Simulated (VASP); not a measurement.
Here is a VASP 6.6.1 calculation.

File INCAR:

```
  PREC = Accurate
  ENCUT = 520
  EDIFF = 1E-7
  ISMEAR = 0
  SIGMA = 0.01
  LREAL = False
  LASPH = True
  NELM = 60
  ALGO = Normal
  ISIF = 2
  LWAVE = False
  LCHARG = False
  GGA = PE
  NBANDS = 29
```

The input KPOINTS:

```
Automatic mesh
0
Gamma
  9 9 2
```

File POSCAR:

```
NaFeN
1.0
    3.0581028562      0.0000000000      0.0000000000
   -1.5290514281      2.6483947609      0.0000000000
    0.0000000000      0.0000000000     10.0817246975
Na Fe N
2 2 2
Direct
    0.6666666667      0.3333333333      0.7618107899
    0.3333333333      0.6666666667      0.2618107899
    0.0000000000      0.0000000000      0.5182926961
    0.0000000000      0.0000000000      0.0182926961
    0.3333333333      0.6666666667      0.5645365140
    0.6666666667      0.3333333333      0.0645365140
```

Potentials or basis: VASP PAW PBE potentials, release 64 (Na_pv, Fe, N).

Launch:

```bash
$ cat potpaw_PBE.64/Na_pv/POTCAR potpaw_PBE.64/Fe/POTCAR potpaw_PBE.64/N/POTCAR > POTCAR
$ mpirun -np 1 vasp_std > vasp.out
```

(1) What does it give for the largest force?

(2) What does it give for the pressure?

(3) What does it give for the band gap on the k mesh?

Results:

(1) 0.389 eV/Å.

(2) -5.8 GPa.

(3) 0.30 eV (least direct gap 0.60 eV).

Caveat: the cell stands under tension; semilocal functionals underestimate gaps, and a narrow one can read as zero.
